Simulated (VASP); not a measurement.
Set up this calculation in VASP 6.6.1, as the native input.

| Quantity | Value |
| --- | --- |
| Task | single point |
| Functional | PBE |
| Potentials or basis | VASP PAW PBE potentials, release 64 (Hf_pv, Cl) |
| Cutoff | 520 eV |
| k mesh | 3 × 3 × 3 |
| Occupations | gaussian, width 0.1 eV |
| Spin | no spin polarisation |
| Dipole correction | no |
| Further INCAR settings | ALGO = Normal; EDIFF = 1e-06; NBANDS = 32 |

The structure of HfCl5 lies in POSCAR:

```
HfCl5
1.0
    3.2360496800      1.8683341500      4.5280817500
   -3.2360496800      1.8683341500      4.5280817500
    0.0000000000     -3.7366683100      4.5280817500
Hf Cl
1 5
Direct
    0.0000000000      0.0000000000      0.0000000000
    0.0000000000      0.0000000000      0.5000000000
    0.5000000000      0.0000000000      0.0000000000
    0.0000000000      0.5000000000      0.0000000000
    0.5688747600      0.5688747600      0.5688747600
    0.4311252400      0.4311252400      0.4311252400
```

One way to write it, as run:

INCAR

```
  ALGO = Normal
  EDIFF = 1E-6
  ENCUT = 520
  GGA = PE
  ISIF = 2
  ISMEAR = 0
  LASPH = T
  LCHARG = T
  LELF = T
  LREAL = F
  LVHAR = T
  LWAVE = F
  NBANDS = 32
  NELM = 60
  PREC = Accurate
  SIGMA = 0.1
```

KPOINTS

```
k-points
0
Gamma
  3 3 3
```

Potentials or basis: VASP PAW PBE potentials, release 64 (Hf_pv, Cl).

Run with:

```bash
$ cat potpaw_PBE.64/Hf_pv/POTCAR potpaw_PBE.64/Cl/POTCAR > POTCAR
$ mpirun -np 1 vasp_std > vasp.out
```

It gave:

```
Pressure      : -3.5 GPa
Largest force : 2.756 eV/Å
```

Caveat: the k points lie up to 0.40 Å⁻¹ apart; an odd number of electrons without spin polarisation forces a metal; a magnetic or distorted state may lie lower.

Wall time 21 s on 1 thread of Intel(R) Xeon(R) 6975P-C (Granite Rapids) (shared host), peak memory 0.31 GiB.
